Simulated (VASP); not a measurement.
A run of VASP 6.6.1:

POSCAR

```
SrMg
1.0
    4.0170000000      0.0000000000      0.0000000000
    0.0000000000      4.0170000000      0.0000000000
    0.0000000000      0.0000000000      3.8415000000
Sr Mg
1 1
Direct
    0.5000000000      0.5000000000      0.5000000000
    0.0000000000      0.0000000000      0.0000000000
```

File INCAR.step1:

```
SYSTEM = SrMg
PREC = Accurate
ENCUT = 520
ISMEAR = 0
SIGMA = 0.15
LREAL = .FALSE.
LASPH = .TRUE.
NELM = 60
NBANDS = 13
GGA = PE
ALGO = Normal
EDIFF = 1E-4
LWAVE = .TRUE.
LCHARG = .FALSE.
```

File INCAR.step2:

```
SYSTEM = SrMg
PREC = Accurate
ENCUT = 520
EDIFF = 1E-7
ISMEAR = 0
SIGMA = 0.15
LREAL = .FALSE.
LASPH = .TRUE.
NELM = 60
ALGO = Normal
ISIF = 2
LWAVE = .FALSE.
LCHARG = .FALSE.
METAGGA = R2SCAN
LMIXTAU = .TRUE.
NBANDS = 13
ISTART = 1
```

The input KPOINTS:

```
Automatic mesh
0
G
  12 12 12
  0 0 0
```

Potentials or basis: VASP PAW PBE potentials, release 64 (Sr_sv, Mg).

Command:

```sh
$ cat potpaw_PBE.64/Sr_sv/POTCAR potpaw_PBE.64/Mg/POTCAR > POTCAR
$ cp INCAR.step1 INCAR
$ mpirun -np 1 vasp_std > vasp.out
$ cp INCAR.step2 INCAR
$ mpirun -np 1 vasp_std > vasp.out
```

Hardware: 1 thread of Intel(R) Xeon(R) Platinum 8488C (Sapphire Rapids) (shared host).

Question: How long does it take, and how much memory?

Answer: Wall time 6.6 min on 1 thread of Intel(R) Xeon(R) Platinum 8488C (Sapphire Rapids), with other jobs on the host, peak memory 0.31 GiB. Counts: k points 196.
